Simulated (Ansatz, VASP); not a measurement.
RbTl: VASP beside Ansatz

```
Rb Tl
1.0
     0.00000    3.79178    3.79178
     3.79178    0.00000    3.79178
     3.79178    3.79178    0.00000
Rb Tl
1 1
Direct
  0.00000 0.00000 0.00000
  0.50000 0.50000 0.50000
```

Alike in both runs: functional PBE; k mesh 4 × 4 × 4; occupations gaussian, width 0.1 eV; no spin polarisation.

Ansatz relaxed the structure, and its values are those at the end. VASP's run is a single point on that final structure, the one shown.

|  | VASP | Ansatz |
| --- | --- | --- |
| version | VASP 6.6.1 | Ansatz 0.2.0 |
| potentials or method | VASP PAW PBE potentials, release 64 (Rb_sv, Tl_d), cutoff 520 eV | scalar-relativistic, plane waves, PAW |
| valence electrons in the cell | 22 | 22 |

```tsv
	VASP	Ansatz	Ansatz less VASP
gap on the k mesh at the Fermi level (eV)	none	none	-
pressure (GPa)	0.2	0.2	+0.02
```

A gap of «none» marks a metal or a gap that the smearing closes.

Spin-orbit coupling is off throughout.
